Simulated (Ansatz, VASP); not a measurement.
RuC2 in VASP and in Ansatz

```xyz
3
Lattice="-1.3812 1.3812 3.3525 1.3812 -1.3812 3.3525 1.3812 1.3812 -3.3525" Properties=species:S:1:pos:R:3 pbc="T T T"
Ru    0.0000    0.0000    0.0000
C     0.0000    0.0000    4.5417
C     0.0000    0.0000    2.1634
```

Alike in both runs: functional PBE; k mesh 8 × 8 × 8; occupations gaussian, width 0.1 eV; no spin polarisation.

Ansatz relaxed the structure, and its values are those at the end. VASP's run is a single point on that final structure, the one shown.

```csv
,VASP,Ansatz
version,VASP 6.6.1,Ansatz 0.2.0
potentials or method,"VASP PAW PBE potentials, release 64 (Ru_pv, C), cutoff 520 eV","scalar-relativistic, plane waves, PAW"
valence electrons in the cell,22,24
```

|  | VASP | Ansatz | Ansatz less VASP |
| --- | --- | --- | --- |
| gap on the k mesh at the Fermi level (eV) | none | none | - |
| pressure (GPa) | -0.1 | -0.2 | -0.10 |
| rms of the force components (eV/Å) | 0.015 | 0.012 | -0.0031 |

A gap of «none» marks a metal or a gap that the smearing closes. VASP's potentials hold 22 valence electrons a cell and Ansatz's 24, so a difference there can come from the potentials and not from the codes.

The k mesh is coarse, so the values compare programs but aren't converged.
